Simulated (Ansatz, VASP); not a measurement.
Two plane-wave programs on Rb4S3

```
Rb S
1.0
     6.64398    0.00000    0.00000
     0.00000    6.64398    0.00000
     0.00000    0.00000    6.64398
Rb S
4 3
Direct
  0.00000 0.50000 0.50000
  0.50000 0.00000 0.50000
  0.50000 0.50000 0.00000
  0.50000 0.50000 0.50000
  0.50000 0.00000 0.00000
  0.00000 0.50000 0.00000
  0.00000 0.00000 0.50000
```

Alike in both runs: functional PBE; k mesh 4 × 4 × 4; occupations gaussian, width 0.1 eV; no spin polarisation.

Ansatz relaxed the structure, and its values are those at the end. VASP's run is a single point on that final structure, the one shown.

|  | VASP | Ansatz |
| --- | --- | --- |
| version | VASP 6.6.1 | Ansatz 0.2.0 |
| potentials or method | VASP PAW PBE potentials, release 64 (Rb_sv, S), cutoff 520 eV | scalar-relativistic, plane waves, PAW |
| valence electrons in the cell | 54 | 54 |

```csv
,VASP,Ansatz,Ansatz less VASP
gap on the k mesh at the Fermi level (eV),none,none,-
pressure (GPa),0.3,0.3,-0.03
```

A gap of «none» marks a metal or a gap that the smearing closes.
